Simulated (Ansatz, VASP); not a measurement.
Si: VASP beside Ansatz

```
Si
1.0
    -2.33580    2.33580    1.36914
     2.33580   -2.33580    1.36914
     2.33580    2.33580   -1.36914
Si
2
Direct
  0.25000 0.75000 0.50000
  0.50000 0.50000 0.00000
```

Change from the starting cell: strain -0.015 along x and y, +0.030 along z, atoms carried along.

Alike in both runs: task single point; functional LDA; k mesh 20 × 20 × 20; occupations gaussian, width 0.15 eV; no spin polarisation.

|  | VASP | Ansatz |
| --- | --- | --- |
| version | VASP 6.6.1 | Ansatz 0.2.0 |
| potentials or method | VASP PAW LDA potentials, release 64 (Si), cutoff 520 eV | scalar-relativistic, plane waves, PAW |
| valence electrons in the cell | 8 | 8 |

|  | VASP | Ansatz | Ansatz less VASP |
| --- | --- | --- | --- |
| gap on the k mesh at the Fermi level (eV) | none | none | - |
| pressure (GPa) | 0.2 | 0.1 | -0.08 |
| traceless stress, the component that is largest in VASP (GPa) | -3.72 | -3.70 | +0.021 |

LDA's correlation is that of Perdew and Zunger in VASP and of Perdew and Wang (1992) in Ansatz. A gap of «none» marks a metal or a gap that the smearing closes.
